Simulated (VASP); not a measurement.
Li2BrF: single point with HSE06

Crystal: Li2BrF.

```
CELL_PARAMETERS angstrom
3.55246 0.00000 0.00000
0.00000 3.55246 0.00000
0.00000 0.00000 4.82329
ATOMIC_POSITIONS crystal
F 0.00000 0.00000 0.00000
Li 0.00000 0.00000 0.50000
Li 0.50000 0.50000 0.00000
Br 0.50000 0.50000 0.50000
```

```json
{
  "Program": "VASP 6.6.1",
  "Task": "single point",
  "Functional": "HSE06",
  "Potentials or basis": "VASP PAW PBE potentials, release 64 (F, Li_sv, Br)",
  "Cutoff": "650 eV",
  "k mesh": "6 × 6 × 4",
  "Occupations": "gaussian, width 0.01 eV",
  "Spin": "no spin polarisation"
}
```

The pressure is -0.2 GPa. The band gap on the k mesh is 6.80 eV, direct.

Levels at points of the mesh, in eV from the valence-band top:
```csv
k point,band 7,band 8,band 9,band 10,band 11,band 12,band 13,band 14
"(0.00, 0.00, 0.00)",-1.79,-0.89,-0.34,-0.34,6.89,9.54,9.89,13.40
"(0.50, 0.00, 0.00)",-2.02,-1.92,-1.50,-0.04,8.88,9.78,9.94,10.80
"(0.50, 0.50, 0.00)",-1.88,-1.58,-1.58,-1.48,8.75,10.50,10.50,11.41
"(0.00, 0.00, 0.50)",-1.60,-1.60,-0.56,-0.56,9.35,9.77,9.93,10.87
"(0.50, 0.00, 0.50)",-1.48,-1.21,-0.73,0.00,6.80,8.81,10.74,11.14
"(0.50, 0.50, 0.50)",-2.23,-2.23,-1.86,-1.30,9.35,9.35,9.62,12.04
```

Run time: 10 min on 4 MPI ranks on Intel(R) Xeon(R) 6975P-C (Granite Rapids), with other jobs on the host, peak memory 0.34 GiB a rank.

Caveat: the PAW data sets were made with another functional, which shifts forces and pressure a little. A k mesh can miss the band edges.
